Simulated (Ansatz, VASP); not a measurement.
**Two plane-wave programs on Al**

```
Al
1.0
    -2.63118    2.63118    1.35623
     2.63118   -2.63118    1.35623
     2.63118    2.63118   -1.35623
Al
2
Direct
  0.00000 0.00000 0.00000
  0.75000 0.25000 0.50000
```

Alike in both runs: functional PBEsol; k mesh 22 × 22 × 22; occupations gaussian, width 0.1 eV; no spin polarisation.

Ansatz relaxed the structure, and its values are those at the end. VASP's run is a single point on that final structure, the one shown.

|  | VASP | Ansatz |
| --- | --- | --- |
| version | VASP 6.6.1 | Ansatz 0.2.0 |
| potentials or method | VASP PAW PBE potentials, release 64 (Al), cutoff 520 eV | scalar-relativistic, plane waves, PAW |
| valence electrons in the cell | 6 | 6 |

```tsv
	VASP	Ansatz	Ansatz less VASP
gap on the k mesh at the Fermi level (eV)	none	none	-
pressure (GPa)	0.1	0.0	-0.07
```

VASP's potentials were made for PBE, not for PBEsol. A gap of «none» marks a metal or a gap that the smearing closes.
